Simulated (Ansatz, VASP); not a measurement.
Li3S2 in VASP and in Ansatz

```
CELL_PARAMETERS angstrom
7.78077 0.00000 0.00000
-3.89039 6.73835 0.00000
0.00000 0.00000 3.19273
ATOMIC_POSITIONS crystal
Li 0.50000 0.00000 0.50000
Li 0.00000 0.50000 0.50000
Li 0.50000 0.50000 0.50000
S 0.33333 0.66667 0.50000
S 0.66667 0.33333 0.50000
```

Alike in both runs: task relaxation of cell and atoms; functional PBE; k mesh 6 × 6 × 12; occupations gaussian, width 0.1 eV; no spin polarisation.

|  | VASP | Ansatz |
| --- | --- | --- |
| version | VASP 6.6.1 | Ansatz 0.2.0 |
| potentials or method | VASP PAW PBE potentials, release 64 (Li_sv, S), cutoff 600 eV | scalar-relativistic, plane waves, PAW |
| valence electrons in the cell | 21 | 21 |

|  | VASP | Ansatz | Ansatz less VASP |
| --- | --- | --- | --- |
| gap on the k mesh at the Fermi level, each at its own relaxed structure (eV) | none | none | - |
| relaxed volume (Å³/atom) | 32.61 | 32.69 | +0.082 |
| relaxed cell length with the largest relative difference (Å) | 3.111 | 3.118 | +0.0072 |

A gap of «none» marks a metal or a gap that the smearing closes. Ansatz's warnings: xc potential rough in thin density.

Noted on VASP's run: the cutoff is short for stress, so the pressure is rough.
